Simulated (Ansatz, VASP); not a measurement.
## SnSe2: VASP beside Ansatz

```
CELL_PARAMETERS angstrom
5.54431 0.00000 0.00000
-2.77216 4.80151 0.00000
0.00000 0.00000 5.83224
ATOMIC_POSITIONS crystal
Sn 0.33333 0.66667 0.91603
Sn 0.66667 0.33333 0.91603
Se 0.50000 0.00000 0.38672
Se 0.00000 0.50000 0.38672
Se 0.50000 0.50000 0.38672
Se 0.00000 0.00000 0.87628
```

Alike in both runs: functional PBE; k mesh 12 × 12 × 6; occupations gaussian, width 0.1 eV; no spin polarisation.

Ansatz relaxed the structure, and its values are those at the end. VASP's run is a single point on that final structure, the one shown.

|  | VASP | Ansatz |
| --- | --- | --- |
| version | VASP 6.6.1 | Ansatz 0.2.0 |
| potentials or method | VASP PAW PBE potentials, release 64 (Sn_d, Se), cutoff 520 eV | scalar-relativistic, plane waves, PAW |
| valence electrons in the cell | 52 | 92 |

```csv
,VASP,Ansatz,Ansatz less VASP
gap on the k mesh at the Fermi level (eV),none,none,-
pressure (GPa),0.0,0.0,0.00
```

A gap of «none» marks a metal or a gap that the smearing closes. VASP's potentials hold 52 valence electrons a cell and Ansatz's 92, so a difference there can come from the potentials and not from the codes.
